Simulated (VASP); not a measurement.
Set up this calculation in VASP 6.6.1, as the native input.

- Task: relaxation of cell and atoms
- Functional: PBE
- Potentials or basis: VASP PAW PBE potentials, release 64 (Sr_sv, Br)
- Cutoff: 600 eV
- k mesh: 6 × 6 × 4
- Occupations: gaussian, width 0.1 eV
- Spin: no spin polarisation
- Dipole correction: no
- Further INCAR settings: ALGO = Normal; EDIFF = 1e-06; IBRION = 2; EDIFFG = -0.04; NSW = 90; ISIF = 3

The structure of Sr2Br lies in POSCAR:

```
Sr2Br
1.0
    5.7173646700      0.0000000000      0.0000000000
   -2.8586823300      4.9513830500      0.0000000000
    0.0000000000      0.0000000000      4.0780183500
Sr Br
2 1
Direct
    0.3333333300      0.6666666700      0.0000000000
    0.6666666700      0.3333333300      0.0000000000
    0.0000000000      0.0000000000      0.0000000000
```

One way to write it, as run:

INCAR

```
SYSTEM = Sr2Br
  PREC = Accurate
  ENCUT = 600
  EDIFF = 1E-6
  ISMEAR = 0
  SIGMA = 0.1
  LREAL = .False.
  LASPH = .True.
  NELM = 100
  ALGO = Normal
  ISIF = 3
  LWAVE = .False.
  LCHARG = .False.
  GGA = PE
  IBRION = 2
  NSW = 90
  EDIFFG = -0.04
```

KPOINTS

```
Automatic mesh
0
Gamma
  6 6 4
  0 0 0
```

Potentials or basis: VASP PAW PBE potentials, release 64 (Sr_sv, Br).

Command:

```sh
$ cat potpaw_PBE.64/Sr_sv/POTCAR potpaw_PBE.64/Br/POTCAR > POTCAR
$ mpirun -np 1 vasp_std > vasp.out
```

It gave:

```
Relaxed volume                         : 49.08 Å³/atom
Relaxed cell                           : a = 6.449 Å, b = 6.449 Å, c = 4.088 Å, α = 90.00°, β = 90.00°, γ = 120.00°
Space group after relaxing (to 0.05 Å) : P6/mmm (No. 191)
Energy gained by relaxing              : 156.4 meV/atom
Ionic steps                            : 7
Pressure after relaxing                : 0.0 GPa
```

Caveat: the k points lie up to 0.38 Å⁻¹ apart in the final cell; the volume moved by over 15 % at a fixed basis, so the end points are rough; an odd number of electrons without spin polarisation forces a metal; a magnetic or distorted state may lie lower.

Run time: 3.1 min on 1 thread of AMD EPYC 9R45 96-Core Processor (Zen 5), on a shared host, peak memory 0.28 GiB.
